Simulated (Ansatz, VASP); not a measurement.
One calculation of ZnS, two programs

POSCAR

```
ZnS
1.0
    3.8110000000      0.0000000000      0.0000000000
   -1.9055000000      3.3004228138      0.0000000000
    0.0000000000      0.0000000000      6.2340000000
Zn S
2 2
Direct
    0.3333333333      0.6666666667      0.0000000000
    0.6666666667      0.3333333333      0.5000000000
    0.3333333333      0.6666666667      0.3850000000
    0.6666666667      0.3333333333      0.8850000000
```

The input INCAR.step1:

```
ALGO     = Normal         # electronic algorithm
EDIFF    = 1E-4           # SCF threshold, eV
ENCUT    = 600            # plane-wave cutoff, eV
GGA      = PE             # functional
ISMEAR   = 0              # smearing method
LASPH    = T              # aspherical terms in the spheres
LCHARG   = F              # write CHGCAR
LREAL    = F              # projectors in reciprocal space
LWAVE    = T              # write WAVECAR
NELM     = 60             # most SCF steps
PREC     = Accurate       # precision mode
SIGMA    = 0.02           # smearing width, eV
```

File INCAR.step2:

```
ALGO     = Normal         # electronic algorithm
EDIFF    = 1E-7           # SCF threshold, eV
EDIFFG   = -0.005         # ionic threshold
ENCUT    = 600            # plane-wave cutoff, eV
IBRION   = 2              # ionic algorithm
ISIF     = 3              # what is computed and relaxed
ISMEAR   = 0              # smearing method
ISTART   = 1            
LASPH    = T              # aspherical terms in the spheres
LCHARG   = F              # write CHGCAR
LMIXTAU  = T            
LREAL    = F              # projectors in reciprocal space
LWAVE    = F              # write WAVECAR
METAGGA  = R2SCAN         # meta-GGA
NELM     = 60             # most SCF steps
NSW      = 100            # ionic steps
PREC     = Accurate       # precision mode
SIGMA    = 0.02           # smearing width, eV
```

File KPOINTS:

```
k-points
0
Gamma
  9 9 4
```

Input for Ansatz:

```yaml
crystal:
  lattice:
    - [3.811, 0.0, 0.0]
    - [-1.9055, 3.3004228138, 0.0]
    - [0.0, 0.0, 6.234]
  atoms:
    - { symbol: Zn, position: [0.3333333333, 0.6666666667, 0.0] }
    - { symbol: Zn, position: [0.6666666667, 0.3333333333, 0.5] }
    - { symbol: S, position: [0.3333333333, 0.6666666667, 0.385] }
    - { symbol: S, position: [0.6666666667, 0.3333333333, 0.885] }
basis:
  ecutwfc: 500
kpoints:
  mp_grid: { grid: [9, 9, 4] }
hamiltonian:
  xc: r2scan
scf:
  occupations: { method: gaussian, width: 0.02 }
output:
  forces: true
  stress: true
  eigenvalues: true
  write_density: true
  write_potential: true
  elf: true
  volumetric_format: npy
relax:
  adjacent_minimum: "off"
  f_tol: 0.005
  max_steps: 80
  cell: { stress_tol: 0.05 }
```

Alike in both runs: task relaxation of cell and atoms; functional r2SCAN; k mesh 9 × 9 × 4; occupations gaussian, width 0.02 eV; no spin polarisation.

```csv
,VASP,Ansatz
version,VASP 6.6.1,Ansatz 0.2.0
potentials or method,"VASP PAW PBE potentials, release 64 (Zn, S), cutoff 600 eV","scalar-relativistic, plane waves, PAW"
valence electrons in the cell,36,36
```

```csv
,VASP,Ansatz,Ansatz less VASP
"gap on the k mesh at the Fermi level, each at its own relaxed structure (eV)",2.79,2.78,-0.011
relaxed volume (Å³/atom),19.59,19.59,-0.001
relaxed length of the cell vector where the two differ most in proportion (Å),6.245,6.246,+0.0014
```

VASP's potentials were made for PBE, not for r2SCAN.
